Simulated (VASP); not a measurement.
Runs of VASP 6.6.1 on WSe2. The structure is that of space group P-6m2 (No. 187), or close to it. The cells are those of the table. 

```tsv
cell	k mesh	smearing	gap on the mesh (eV)	largest force (eV/Å)
a = 3.318, b = 3.318, c = 29.739 Å, angles 90.0, 90.0, 120.0°, 9 atoms	6 × 6 × 1	gaussian 0.1 eV	1.34	(a)
a = 3.271, b = 3.271, c = 28.315 Å, angles 90.0, 90.0, 120.0°, 9 atoms	12 × 12 × 1	gaussian 0.02 eV	1.24	0.06
a = 3.271, b = 3.271, c = 27.439 Å, angles 90.0, 90.0, 120.0°, 9 atoms	12 × 12 × 1	gaussian 0.02 eV	1.24	0.06
a = 3.271, b = 3.271, c = 29.185 Å, angles 90.0, 90.0, 120.0°, 9 atoms	12 × 12 × 1	gaussian 0.02 eV	1.24	0.06
```

Alike in all rows: task single point; level PBEsol; potentials or basis VASP PAW PBE potentials, release 64 (W_sv, Se); no spin polarisation; cutoff (eV) 520.

Q: Estimate the missing entries.

A: (a) 0.07.

Caveats: the PAW data sets were made with another functional, which shifts forces and pressure a little; spin-orbit coupling is left out, which moves the levels of the heavy elements.

A k mesh can miss the band edges, and the runs leave out spin-orbit coupling on Se, W.
